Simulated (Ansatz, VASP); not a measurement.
## CuI: VASP beside Ansatz

The input INCAR:

```
PREC = Accurate
ENCUT = 520
EDIFF = 1E-6
ISMEAR = 0
SIGMA = 0.01
LREAL = False
LASPH = True
NELM = 100
ALGO = Normal
ISIF = 2
LWAVE = False
LCHARG = False
GGA = RP
NBANDS = 16
```

The input KPOINTS:

```
Automatic mesh
0
Gamma
  6 6 6
```

POSCAR

```
CuI
1.0
    0.0000000000      3.0315000000      3.0315000000
    3.0315000000      0.0000000000      3.0315000000
    3.0315000000      3.0315000000      0.0000000000
Cu I
1 1
Direct
    0.2500000000      0.2500000000      0.2500000000
    0.0000000000      0.0000000000      0.0000000000
```

Input for Ansatz:

```yaml
crystal:
  lattice:
    - [0.0, 3.0315, 3.0315]
    - [3.0315, 0.0, 3.0315]
    - [3.0315, 3.0315, 0.0]
  atoms:
    - { symbol: Cu, position: [0.25, 0.25, 0.25] }
    - { symbol: I, position: [0.0, 0.0, 0.0] }
kpoints:
  mp_grid:
    grid: [6, 6, 6]
hamiltonian:
  xc: rpbe
scf:
  occupations:
    method: fixed
output:
  eigenvalues: true
```

Alike in both runs: task single point; functional RPBE; k mesh 6 × 6 × 6; no spin polarisation.

|  | VASP | Ansatz |
| --- | --- | --- |
| version | VASP 6.6.1 | Ansatz 0.2.0 |
| potentials or method | VASP PAW PBE potentials, release 64 (Cu, I) | plane waves, PAW |
| plane-wave cutoff (eV) | 520 | 420 |
| occupations | gaussian, width 0.01 eV | fixed |
| valence electrons in the cell | 18 | 36 |

```tsv
	VASP	Ansatz	Ansatz less VASP
gap on the k mesh at the Fermi level (eV)	1.28	1.26	-0.017
```

VASP's potentials were made for PBE, not for RPBE. VASP's potentials hold 18 valence electrons a cell and Ansatz's 36, so a difference there can come from the potentials and not from the codes.

Neither program's run includes spin-orbit coupling.
